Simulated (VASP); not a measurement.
Input of a VASP 6.6.1 run:

The input INCAR:

```
  ALGO = Normal
  EDIFF = 1E-8
  ENCUT = 520
  GGA = CA
  ISIF = 2
  ISMEAR = -1
  LASPH = T
  LCHARG = F
  LEFG = T
  LREAL = F
  LWAVE = F
  NBANDS = 12
  NELM = 80
  PREC = Accurate
  SIGMA = 0.05
```

The input KPOINTS:

```
k-points
0
Gamma
  13 13 13
```

File POSCAR:

```
Y
1.0
    0.0000000000      2.4932558746      2.4932558746
    2.4932558746      0.0000000000      2.4932558746
    2.4932558746      2.4932558746      0.0000000000
Y
1
Direct
    0.0000000000      0.0000000000      0.0000000000
```

Potentials or basis: VASP PAW LDA potentials, release 64 (Y_sv).

Command:

```sh
$ cat potpaw_LDA.64/Y_sv/POTCAR > POTCAR
$ mpirun -np 1 vasp_std > vasp.out
```

Problem. What does it give for the pressure?

Solution. -2.2 GPa.

Caveat: without QUAD_EFG the Cq values of the log hold for a quadrupole moment of 1 mb, not for the nuclei.
